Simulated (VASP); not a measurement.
Write the native input for VASP 6.6.1 that does the following.

```yaml
Task: relaxation of cell and atoms
Functional: PBE
Potentials_or_basis: VASP PAW PBE potentials, release 64 (Os, Rh_pv)
Cutoff: 600 eV
k_mesh: 6 × 6 × 6
Occupations: gaussian, width 0.1 eV
Spin: no spin polarisation
Dipole_correction: no
Further_INCAR_settings: ALGO = Normal; EDIFF = 1e-07; IBRION = 2; EDIFFG = -0.04; NSW = 90; ISIF = 3
```

The structure of OsRh lies in POSCAR:

```
OsRh
1.0
    1.3196913811      0.7619241741      4.2034614362
   -1.3196913811      0.7619241741      4.2034614362
    0.0000000000     -1.5238483483      4.2034614362
Os Rh
1 1
Direct
    0.0000000000      0.0000000000      0.0000000000
    0.5000000000      0.5000000000      0.5000000000
```

One way to write it, as run:

INCAR

```
ALGO = Normal
EDIFF = 1E-7
EDIFFG = -0.04
ENCUT = 600
GGA = PE
IBRION = 2
ISIF = 3
ISMEAR = 0
LASPH = T
LCHARG = F
LREAL = F
LWAVE = F
NELM = 100
NSW = 90
PREC = Accurate
SIGMA = 0.1
```

KPOINTS

```
k-points
0
Gamma
  6 6 6
```

Potentials or basis: VASP PAW PBE potentials, release 64 (Os, Rh_pv).

Run with:

```bash
$ cat potpaw_PBE.64/Os/POTCAR potpaw_PBE.64/Rh_pv/POTCAR > POTCAR
$ mpirun -np 1 vasp_std > vasp.out
```

Results of the run:

* Relaxed volume: 14.17 Å³/atom
* Relaxed cell: a = 4.712 Å, b = 4.712 Å, c = 4.712 Å, α = 33.46°, β = 33.46°, γ = 33.46°
* Space group after relaxing (to 0.1 Å): R-3m (No. 166)
* Pressure after relaxing: 0.1 GPa
* Band gap on the k mesh: zero (an odd number of electrons rules out a gap without spin polarisation)

Caveat: the k points lie up to 0.45 Å⁻¹ apart in the final cell, too coarse for converged energies and pressures of a metal; spin-orbit coupling is left out, which moves the levels of the heavy elements.

It took 110 s on 1 thread of Intel(R) Xeon(R) Platinum 8559C (Emerald Rapids), with other jobs on the host, peak memory 0.23 GiB.
